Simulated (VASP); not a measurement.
Here is a VASP 6.6.1 calculation.

File POSCAR:

```
Pt
1.0
   -1.3498842038      1.4702230042      1.8572477398
    1.3460268962     -1.4709395888      1.8594838843
    1.3504736676      1.4703935786     -1.8566747709
Pt
1
Direct
    0.0000000000      0.0000000000      0.0000000000
```

The input INCAR.step1:

```
SYSTEM = Pt
ALGO = Normal
EDIFF = 1E-5
ENCUT = 520
GGA = PE
ISIF = 2
ISMEAR = -1
LASPH = .TRUE.
LCHARG = .FALSE.
LREAL = .FALSE.
LWAVE = .TRUE.
NBANDS = 11
NELM = 60
PREC = Accurate
SIGMA = 0.05
```

The input INCAR.step2:

```
SYSTEM = Pt
AEXX = 0.25
ALGO = Normal
EDIFF = 1E-6
ENCUT = 520
GGA = PS
HFSCREEN = 0.207
ISIF = 2
ISMEAR = -1
ISTART = 1
LASPH = .TRUE.
LCHARG = .FALSE.
LHFCALC = .TRUE.
LREAL = .FALSE.
LWAVE = .FALSE.
NBANDS = 11
NELM = 60
PREC = Accurate
PRECFOCK = Normal
SIGMA = 0.05
```

File KPOINTS:

```
k-points
0
G
  6 6 6
  0 0 0
```

Potentials or basis: VASP PAW PBE potentials, release 64 (Pt).

Command:

```bash
$ cat potpaw_PBE.64/Pt/POTCAR > POTCAR
$ cp INCAR.step1 INCAR
$ mpirun -np 1 vasp_std > vasp.out
$ cp INCAR.step2 INCAR
$ mpirun -np 1 vasp_std > vasp.out
```

Problem. Estimate the pressure.

Solution. 0.4 GPa.

Problem. What does it give for the band gap on the k mesh?

Solution. Zero (bands 5 and 6 overlap by 3.14 eV).

Stress tensor (GPa, compression positive):
```
0.47 0.00 0.00
0.00 0.35 0.00
0.00 0.00 0.45
```

Caveat: the k points lie up to 0.48 Å⁻¹ apart, too coarse for converged energies and pressures of a metal; the PAW data sets were made with another functional, which shifts forces and pressure a little; spin-orbit coupling is left out, which moves the levels of the heavy elements.
